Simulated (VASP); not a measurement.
The system is Ni.

```
Ni
1.0
    -1.38372    1.38372    1.38372
     1.38372   -1.38372    1.38372
     1.38372    1.38372   -1.38372
Ni
1
Direct
  0.00000 0.00000 0.00000
```

This isn't the form of Ni at room conditions, which is fcc.

```yaml
Program: VASP 6.6.1
Task: relaxation of cell and atoms
Functional: PBE
Potentials_or_basis: VASP PAW PBE potentials, release 64 (Ni)
Cutoff: 600 eV
k_mesh: 22 × 22 × 22
Occupations: gaussian, width 0.1 eV
Spin: collinear spin, ferromagnetic start
Starting_moments: "[0.59] μB"
```

At the start: pressure 7.1 GPa; volume 10.60 Å³/atom.

Question: How do energy, volume and symmetry change on relaxing?

Answer: Over 3 steps the energy falls by 8.0 meV/atom and the volume is 10.97 Å³/atom (+3.5 %); space group Im-3m (No. 229, to 0.1 Å) before and after; moment 0.54 μB per cell.

The path:
| step | energy change (eV) | largest force (eV/Å) | pressure (GPa) | volume (Å³) |
| --- | --- | --- | --- | --- |
| 1 | 0.0000 | 0.0000 | 7.07 | 10.60 |
| 2 | -0.0014 | 0.0000 | -5.63 | 11.33 |
| 3 | -0.0080 | 0.0000 | -0.04 | 10.97 |

Final structure:
```yaml
crystal:
  lattice:
    - [-1.39984, 1.39984, 1.39984]
    - [1.39984, -1.39984, 1.39984]
    - [1.39984, 1.39984, -1.39984]
  atoms:
    - { symbol: Ni, position: [0.00000, 0.00000, 0.00000] }
```
